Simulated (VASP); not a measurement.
# CaO in VASP: a series of runs

Runs on CaO. Level: PBE. Tasks: single point.

Program: VASP 6.6.1. These are calculated values, not measurements. Logs are shortened: lines on timing, memory, paths and dates and some standing lists are left out, and cuts for length are marked.

### Step 1. The cell of the first run

It takes space group Fm-3m (No. 225, cubic). The conventional cell has a = 4.795 Å, b = 4.795 Å, c = 4.795 Å, α = 90.00°, β = 90.00°, γ = 90.00°. Ca (site symmetry m-3m) has 6 O at 2.40 Å within 3.2 Å. O (site symmetry m-3m) has 6 Ca at 2.40 Å within 3.2 Å.

### Step 2. Single point, PBE

The input, INCAR:

```
PREC = Accurate
ENCUT = 520
EDIFF = 1E-6
ISMEAR = 0
SIGMA = 0.01
LREAL = F
LASPH = T
NELM = 100
ALGO = Normal
ISIF = 2
LWAVE = F
LCHARG = F
GGA = PE
NBANDS = 15
```

The input, KPOINTS:

```
regular mesh
0
Gamma
  6 6 6
```

The input, POSCAR:

```
CaO
1.0
    0.0000000000      2.3975501265      2.3975501265
    2.3975501265      0.0000000000      2.3975501265
    2.3975501265      2.3975501265      0.0000000000
Ca O
1 1
Direct
    0.0000000000      0.0000000000      0.0000000000
    0.5000000000      0.5000000000      0.5000000000
```

Potentials or basis: VASP PAW PBE potentials, release 64 (Ca_sv, O).

On the command line:

```bash
$ cat potpaw_PBE.64/Ca_sv/POTCAR potpaw_PBE.64/O/POTCAR > POTCAR
$ mpirun -np 1 vasp_std > vasp.out
```

OUTCAR:

```text
PREC = Accurate
   ENCUT = 520
   EDIFF = 1E-6
   ISMEAR = 0
   LREAL = F
   LASPH = T
   NELM = 100
   ISIF = 2
   GGA = PE

 ion  position               nearest neighbor table
   1  0.000  0.000  0.000-   2 2.40   2 2.40   2 2.40   2 2.40   2 2.40   2 2.40
   2  0.500  0.500  0.500-   1 2.40   1 2.40   1 2.40   1 2.40   1 2.40   1 2.40

  LATTYP: Found a face centered cubic cell.
 ALAT       =     4.7951002530

  Lattice vectors:

 A1 = (   0.0000000000,   2.3975501265,   2.3975501265)
 A2 = (   2.3975501265,   0.0000000000,   2.3975501265)
 A3 = (   2.3975501265,   2.3975501265,   0.0000000000)

Analysis of symmetry for initial positions (statically):
=====================================================================
 Subroutine PRICEL returns:
 Original cell was already a primitive cell.

 Routine SETGRP: Setting up the symmetry group for a
 face centered cubic supercell.

 Subroutine GETGRP returns: Found 48 space group operations
 (whereof 48 operations were pure point group operations)
 out of a pool of 48 trial point group operations.

The static configuration has the point symmetry O_h .

Analysis of symmetry for dynamics (positions and initial velocities):
=====================================================================
 Subroutine PRICEL returns:
 Original cell was already a primitive cell.

 Routine SETGRP: Setting up the symmetry group for a
 face centered cubic supercell.

 Subroutine GETGRP returns: Found 48 space group operations
 (whereof 48 operations were pure point group operations)
 out of a pool of 48 trial point group operations.

The dynamic configuration has the point symmetry O_h .

 Subroutine INISYM returns: Found 48 space group operations
 (whereof 48 operations are pure point group operations),
 and found     1 'primitive' translations

----------------------------------------------------------------------------------------

                                     Primitive cell

  volume of cell :      27.5634

  direct lattice vectors                    reciprocal lattice vectors
     0.000000000  2.397550127  2.397550127    -0.208546213  0.208546213  0.208546213
     2.397550127  0.000000000  2.397550127     0.208546213 -0.208546213  0.208546213
     2.397550127  2.397550127  0.000000000     0.208546213  0.208546213 -0.208546213

  length of vectors
     3.390647905  3.390647905  3.390647905     0.361212637  0.361212637  0.361212637

  position of ions in fractional coordinates (direct lattice)
     0.000000000  0.000000000  0.000000000
     0.500000000  0.500000000  0.500000000

  ion indices of the primitive-cell ions
   primitive index   ion index
                 1           1
                 2           2

----------------------------------------------------------------------------------------

 KPOINTS: regular mesh

Automatic generation of k-mesh.
 Grid dimensions read from file:
 generate k-points for:    6    6    6

 Generating k-lattice:

  Cartesian coordinates                     Fractional coordinates (reciprocal lattice)
    -0.034757702  0.034757702  0.034757702     0.166666667  0.000000000  0.000000000
     0.034757702 -0.034757702  0.034757702     0.000000000  0.166666667  0.000000000
     0.034757702  0.034757702 -0.034757702     0.000000000  0.000000000  0.166666667

  Length of vectors
     0.060202106  0.060202106  0.060202106

  Shift w.r.t. Gamma in fractional coordinates (k-lattice)
     0.000000000  0.000000000  0.000000000

 Subroutine IBZKPT returns following result:
 ===========================================

 Found     16 irreducible k-points:

 Following reciprocal coordinates:
            Coordinates               Weight
  0.000000  0.000000  0.000000      1.000000
  0.166667  0.000000  0.000000      8.000000
  0.333333  0.000000  0.000000      8.000000
  0.500000  0.000000  0.000000      4.000000
  0.166667  0.166667  0.000000      6.000000
  0.333333  0.166667  0.000000     24.000000
[... 8 lines left out ...]
 -0.333333  0.333333  0.166667     24.000000
 -0.333333  0.500000  0.166667     12.000000
   k-points           NKPTS =     16   k-points in BZ     NKDIM =     16   number of bands    NBANDS=     15
   number of dos      NEDOS =    301   number of ions     NIONS =      2
   total plane-waves  NPLWV =  21952
   dimension x,y,z NGX =    28 NGY =   28 NGZ =   28
   dimension x,y,z NGXF=    56 NGYF=   56 NGZF=   56
   ions per type =               1   1
   NGX,Y,Z   is equivalent  to a cutoff of  13.73, 13.73, 13.73 a.u.
   NGXF,Y,Z  is equivalent  to a cutoff of  27.46, 27.46, 27.46 a.u.
 SYSTEM =  unknown system
   PREC   = accura    normal or accurate (medium, high low for compatibility)
   ISTART =      0    job   : 0-new  1-cont  2-samecut
   ICHARG =      2    charge: 1-file 2-atom 10-const
   ISPIN  =      1    spin polarized calculation?
   LNONCOLLINEAR =      F non collinear calculations
   LSORBIT =      F    spin-orbit coupling
   LASPH  =      T    aspherical Exc in radial PAW
   ENCUT  =  520.0 eV  38.22 Ry    6.18 a.u.   6.30  6.30  6.30*2*pi/ulx,y,z
   NELM   =    100;   NELMIN=  2; NELMDL= -5     # of ELM steps
   EDIFF  = 0.1E-05   stopping-criterion for ELM
   LREAL  =      F    real-space projection
   EDIFFG = 0.1E-04   stopping-criterion for IOM
   NSW    =      0    number of steps for IOM
   IBRION =     -1    ionic relax: 0-MD 1-quasi-New 2-CG
   NFREE  =      0    steps in history (QN), initial steepest desc. (CG)
   ISIF   =      2    stress and relaxation
   ISYM   =      2    0-nonsym 1-usesym 2-fastsym
   POTIM  = 0.5000    time-step for ionic-motion
   TEBEG  =    0.0;   TEEND  =   0.0 temperature during run
   PSTRESS=    0.0 pullay stress
   NELECT =      16.0000    total number of electrons
   NUPDOWN=      -1.0000    fix difference up-down
   EMIN   =  10.00;   EMAX   =-10.00  energy-range for DOS
   EFERMI =   0.00;   METHOD = LEGACY
   ISMEAR =     0;   SIGMA  =   0.01  broadening in eV -4-tet -1-fermi 0-gaus
   EFERMI_NEDOS =   21; number of points for ismear=-14 and -15
   IALGO  =     38    algorithm
   IMIX   =      4    mixing-type and parameters
     AMIX     =   0.40;   BMIX     =  1.00
     AMIX_MAG =   1.60;   BMIX_MAG =  1.00
  volume/ion in A,a.u.               =      13.78        93.00
  Fermi-wavevector in a.u.,A,eV,Ry     =   1.365643  2.580691 25.374598  1.864980
  Thomas-Fermi vector in A             =   2.491853
   LORBIT       =      0    0 simple, 1 ext, 2 COOP (PROOUT), +10 PAW based schemes
   GGA     = PE    functional components
   LHFCALC =     F    Hartree Fock is set to
   AEXX    =    0.0000 exact exchange contribution
   IVDW    =     0    specifies the selected vdW correction
   LEPSILON=     F    determine dielectric tensor
   LRPA    =     F    only Hartree local field effects (RPA)
 non-spin polarized calculation
 Gauss-broadening in eV      SIGMA  =   0.01
  energy-cutoff  :      520.00
  volume of cell :       27.56
 maximum number of plane-waves:       754
 NGX is ok and might be reduce to    28
   NGX = 13   NGY = 13   NGZ = 13

 number of electron      15.9999997 magnetization

 Free energy of the ion-electron system (eV)
  ---------------------------------------------------
  ext. energy  EPLUGINS =         0.00000000
  ---------------------------------------------------
  free energy    TOTEN  =       -12.79763600 eV

  energy without entropy =      -12.79763600  energy(sigma->0) =      -12.79763600

 E-fermi :   2.5638     XC(G=0): -10.5097

 val. band max:        2.3907949929   @ k =   0.0000   0.0000   0.0000
 cond. band min:       6.0235999921   @ k =   0.5000   0.5000   0.0000
 fundamental gap:      3.6328049992
 Fermi energy:         2.5637964269

 k-point     1 :       0.0000    0.0000    0.0000
  band No.  band energies     occupation
      1     -35.2181      2.00000
      2     -15.9768      2.00000
      3     -15.9768      2.00000
      4     -15.9768      2.00000
      5     -13.1552      2.00000
      6       2.3908      2.00000
      7       2.3908      2.00000
      8       2.3908      2.00000
      9       7.1612      0.00000
     10       8.6329      0.00000
     11       8.6329      0.00000
     12       8.6329      0.00000
     13      10.1489      0.00000
     14      10.1489      0.00000
     15      17.5070      0.00000

 k-point     2 :       0.1667    0.0000    0.0000
  band No.  band energies     occupation
      1     -35.1917      2.00000
      2     -16.3344      2.00000
      3     -15.9906      2.00000
      4     -15.9906      2.00000
      5     -12.7801      2.00000
      6       1.5283      2.00000
      7       2.0361      2.00000
      8       2.0361      2.00000
      9       8.2657      0.00000
     10       8.6180      0.00000
     11       9.0953      0.00000
     12       9.0953      0.00000
     13      10.7816      0.00000
     14      10.7816      0.00000
     15      18.3713      0.00000

 k-point     3 :       0.3333    0.0000    0.0000
  band No.  band energies     occupation
      1     -35.1386      2.00000
      2     -16.8898      2.00000
      3     -16.0180      2.00000
      4     -16.0180      2.00000
      5     -12.1847      2.00000
      6       0.2621      2.00000
      7       1.4358      2.00000
      8       1.4358      2.00000
      9       8.9518      0.00000
     10      10.1571      0.00000
     11      10.1571      0.00000
     12      10.1961      0.00000
     13      12.0848      0.00000
     14      12.0848      0.00000
     15      17.6833      0.00000
[... 199 lines left out ...]
 k-point    15 :      -0.3333    0.3333    0.1667
  band No.  band energies     occupation
      1     -35.0874      2.00000
      2     -16.7353      2.00000
      3     -16.3135      2.00000
      4     -16.1753      2.00000
      5     -12.3641      2.00000
      6       0.6607      2.00000
      7       1.2947      2.00000
      8       1.3749      2.00000
      9       8.9497      0.00000
     10       8.9551      0.00000
     11      11.1141      0.00000
     12      11.5310      0.00000
     13      12.5365      0.00000
     14      15.3567      0.00000
     15      16.1981      0.00000

 k-point    16 :      -0.3333    0.5000    0.1667
  band No.  band energies     occupation
      1     -35.0795      2.00000
      2     -16.4991      2.00000
      3     -16.3699      2.00000
      4     -16.3076      2.00000
      5     -12.6124      2.00000
      6       1.1806      2.00000
      7       1.3089      2.00000
      8       1.5813      2.00000
      9       7.4236      0.00000
     10      10.0932      0.00000
     11      10.7770      0.00000
     12      11.9762      0.00000
     13      12.1394      0.00000
     14      15.3882      0.00000
     15      16.1372      0.00000

------------------------ aborting loop because EDIFF is reached ----------------------------------------

  FORCE on cell =-STRESS in cart. coord.  units (eV):
  Direction    XX          YY          ZZ          XY          YZ          ZX
  --------------------------------------------------------------------------------------
  -------------------------------------------------------------------------------------
  Total        0.5254657      0.5254657      0.5254657      0.0000000      0.0000000     -0.0000000
  in kB       30.5437188     30.5437188     30.5437188      0.0000000      0.0000000     -0.0000000
  external PRESSURE =      30.5437188 kB  Pullay stress =       0.0000000 kB

 VOLUME and BASIS-vectors are now :
 -----------------------------------------------------------------------------
  energy-cutoff  :      520.00
  volume of cell :       27.56
      direct lattice vectors                 reciprocal lattice vectors
     0.000000000  2.397550127  2.397550127    -0.208546213  0.208546213  0.208546213
     2.397550127  0.000000000  2.397550127     0.208546213 -0.208546213  0.208546213
     2.397550127  2.397550127  0.000000000     0.208546213  0.208546213 -0.208546213

 POSITION                                       TOTAL-FORCE (eV/Angst)
 -----------------------------------------------------------------------------------
      0.00000      0.00000      0.00000        -0.000000      0.000000     -0.000000
      2.39755      2.39755      2.39755         0.000000     -0.000000      0.000000
 -----------------------------------------------------------------------------------
    total drift:                                0.000000      0.000000      0.000000

  FREE ENERGIE OF THE ION-ELECTRON SYSTEM (eV)
  ---------------------------------------------------
  free  energy   TOTEN  =       -12.7976360019 eV

  energy  without entropy=      -12.7976360019  energy(sigma->0) =      -12.79763600
```

It took 16 s on 1 thread of Intel Xeon 8259CL, shared host; peak memory 0.15 GiB.

Results:

| Quantity | Value |
| --- | --- |
| Free energy | -12.7976 eV |
| Pressure | 3.1 GPa |
| Band gap on the k mesh | 3.63 eV, indirect (least direct gap 4.01 eV) |

### Step 3. Single point, PBE (strain -0.5%)

The input, INCAR:

```
PREC = Accurate
ENCUT = 520
EDIFF = 1E-6
ISMEAR = 0
SIGMA = 0.01
LREAL = False
LASPH = True
NELM = 80
ALGO = Normal
ISIF = 2
LWAVE = False
LCHARG = False
GGA = PE
NBANDS = 15
```

The input, KPOINTS:

```
Automatic mesh
0
Gamma
  6 6 6
```

The input, POSCAR:

```
CaO
1.0
    0.0000000000      2.3855623759      2.3855623759
    2.3855623759      0.0000000000      2.3855623759
    2.3855623759      2.3855623759      0.0000000000
Ca O
1 1
Direct
    0.0000000000      0.0000000000      0.0000000000
    0.5000000000      0.5000000000      0.5000000000
```

Potentials or basis: VASP PAW PBE potentials, release 64 (Ca_sv, O).

On the command line:

```bash
$ cat potpaw_PBE.64/Ca_sv/POTCAR potpaw_PBE.64/O/POTCAR > POTCAR
$ mpirun -np 1 vasp_std > vasp.out
```

OUTCAR:

```text
PREC = Accurate
   ENCUT = 520
   EDIFF = 1E-6
   ISMEAR = 0
   LREAL = False
   LASPH = True
   NELM = 80
   ISIF = 2
   GGA = PE

 ion  position               nearest neighbor table
   1  0.000  0.000  0.000-   2 2.39   2 2.39   2 2.39   2 2.39   2 2.39   2 2.39
   2  0.500  0.500  0.500-   1 2.39   1 2.39   1 2.39   1 2.39   1 2.39   1 2.39

  LATTYP: Found a face centered cubic cell.
 ALAT       =     4.7711247518

  Lattice vectors:

 A1 = (   0.0000000000,   2.3855623759,   2.3855623759)
 A2 = (   2.3855623759,   0.0000000000,   2.3855623759)
 A3 = (   2.3855623759,   2.3855623759,   0.0000000000)

Analysis of symmetry for initial positions (statically):
=====================================================================
 Subroutine PRICEL returns:
 Original cell was already a primitive cell.

 Routine SETGRP: Setting up the symmetry group for a
 face centered cubic supercell.

 Subroutine GETGRP returns: Found 48 space group operations
 (whereof 48 operations were pure point group operations)
 out of a pool of 48 trial point group operations.

The static configuration has the point symmetry O_h .

Analysis of symmetry for dynamics (positions and initial velocities):
[... 167 lines left out ...]
      8       2.4777      2.00000
      9       7.3722      0.00000
     10       8.7561      0.00000
     11       8.7561      0.00000
     12       8.7561      0.00000
     13      10.2987      0.00000
     14      10.2987      0.00000
[... 257 lines left out ...]
      2     -16.3676      2.00000
      3     -16.2383      2.00000
      4     -16.1659      2.00000
      5     -12.5324      2.00000
      6       1.2707      2.00000
      7       1.3782      2.00000
      8       1.6673      2.00000
      9       7.5323      0.00000
     10      10.2514      0.00000
     11      10.9707      0.00000
     12      12.1654      0.00000
     13      12.3351      0.00000
     14      15.6364      0.00000
     15      16.4274      0.00000

------------------------ aborting loop because EDIFF is reached ----------------------------------------

  FORCE on cell =-STRESS in cart. coord.  units (eV):
  Direction    XX          YY          ZZ          XY          YZ          ZX
  --------------------------------------------------------------------------------------
  -------------------------------------------------------------------------------------
  Total        0.8295691      0.8295691      0.8295691      0.0000000      0.0000000     -0.0000000
  in kB       48.9509133     48.9509133     48.9509133      0.0000000      0.0000000     -0.0000000
  external PRESSURE =      48.9509133 kB  Pullay stress =       0.0000000 kB

 VOLUME and BASIS-vectors are now :
 -----------------------------------------------------------------------------
  energy-cutoff  :      520.00
  volume of cell :       27.15
      direct lattice vectors                 reciprocal lattice vectors
     0.000000000  2.385562376  2.385562376    -0.209594184  0.209594184  0.209594184
     2.385562376  0.000000000  2.385562376     0.209594184 -0.209594184  0.209594184
     2.385562376  2.385562376  0.000000000     0.209594184  0.209594184 -0.209594184

 POSITION                                       TOTAL-FORCE (eV/Angst)
 -----------------------------------------------------------------------------------
      0.00000      0.00000      0.00000         0.000000      0.000000      0.000000
      2.38556      2.38556      2.38556        -0.000000     -0.000000     -0.000000
 -----------------------------------------------------------------------------------
    total drift:                                0.000000      0.000000      0.000000

  FREE ENERGIE OF THE ION-ELECTRON SYSTEM (eV)
  ---------------------------------------------------
  free  energy   TOTEN  =       -12.7868681537 eV

  energy  without entropy=      -12.7868681537  energy(sigma->0) =      -12.78686815
```

Run time: 17 s. Hardware: 1 thread of Intel Xeon 8259CL, shared host; peak memory 0.16 GiB.

Results:

```
Free energy            : -12.7869 eV
Pressure               : 4.9 GPa
Band gap on the k mesh : 3.63 eV, indirect (least direct gap 4.00 eV)
```

Levels at points of the mesh, in eV from the valence-band top:
```tsv
k point	band 4	band 5	band 6	band 7	band 8	band 9	band 10	band 11	band 12	band 13
(0.00, 0.00, 0.00)	-18.30	-15.58	0.00	0.00	0.00	4.89	6.28	6.28	6.28	7.82
(0.50, 0.00, 0.00)	-18.35	-14.28	-2.69	-1.25	-1.25	7.15	8.47	8.47	8.68	10.61
(0.50, 0.50, 0.00)	-18.54	-15.34	-1.29	-0.37	-0.37	3.63	8.21	9.02	9.68	9.68
```

Caveat: the cell differs from its parent crystal (strain -0.5%). A k mesh can miss the band edges.

(Continued in part 2 of 2.)
